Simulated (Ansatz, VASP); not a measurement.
## One calculation of Y, two programs

Contents of INCAR:

```
  PREC = Accurate
  ENCUT = 520
  EDIFF = 1E-6
  ISMEAR = -1
  SIGMA = 0.08
  LREAL = F
  LASPH = T
  NELM = 60
  ALGO = Normal
  ISIF = 2
  LWAVE = F
  LCHARG = F
  GGA = PS
  NBANDS = 12
```

KPOINTS

```
Automatic mesh
0
Gamma
  12 12 12
```

POSCAR

```
Y
1.0
    3.1910629858      0.0000000000      0.0000000000
    0.0000000000      3.1910629858      0.0000000000
    0.0000000000      0.0000000000      3.1910629858
Y
1
Direct
    0.0000000000      0.0000000000      0.0000000000
```

Input for Ansatz:

```yaml
crystal:
  lattice:
    - [3.1910629858, 0.0, 0.0]
    - [0.0, 3.1910629858, 0.0]
    - [0.0, 0.0, 3.1910629858]
  atoms:
    - { symbol: "Y", position: [0.0, 0.0, 0.0] }
kpoints:
  mp_grid: { grid: [12, 12, 12] }
  band_path:
    path:
      - [0.0, 0.0, 0.0]
      - [0.0, 0.5, 0.0]
      - [0.5, 0.5, 0.0]
      - [0.0, 0.0, 0.0]
      - [0.5, 0.5, 0.5]
      - [0.0, 0.5, 0.0]
      - [0.5, 0.5, 0.5]
      - [0.5, 0.5, 0.0]
    npoints: 14
scf:
  occupations: { method: fermi_dirac, width: 0.08 }
hamiltonian:
  xc: pbesol
  pseudopotentials: { kind: all_electron, lapw: { basis_error: 0.001 } }
output:
  forces: true
  stress: true
  eigenvalues: true
  populations: true
  dos: { projected: true, de: 0.2, e_range: [-14, 8] }
```

Alike in both runs: task single point; functional PBEsol; k mesh 12 × 12 × 12; occupations fermi-dirac, width 0.08 eV; no spin polarisation.

|  | VASP | Ansatz |
| --- | --- | --- |
| version | VASP 6.6.1 | Ansatz 0.2.0 |
| potentials or method | VASP PAW PBE potentials, release 64 (Y_sv), cutoff 520 eV | all-electron LAPW, scalar-relativistic |

```csv
,VASP,Ansatz,Ansatz less VASP
pressure (GPa),0.0,0.0,+0.03
```

VASP's potentials were made for PBE, not for PBEsol. Ansatz ran all-electron here, and VASP with PAW potentials.
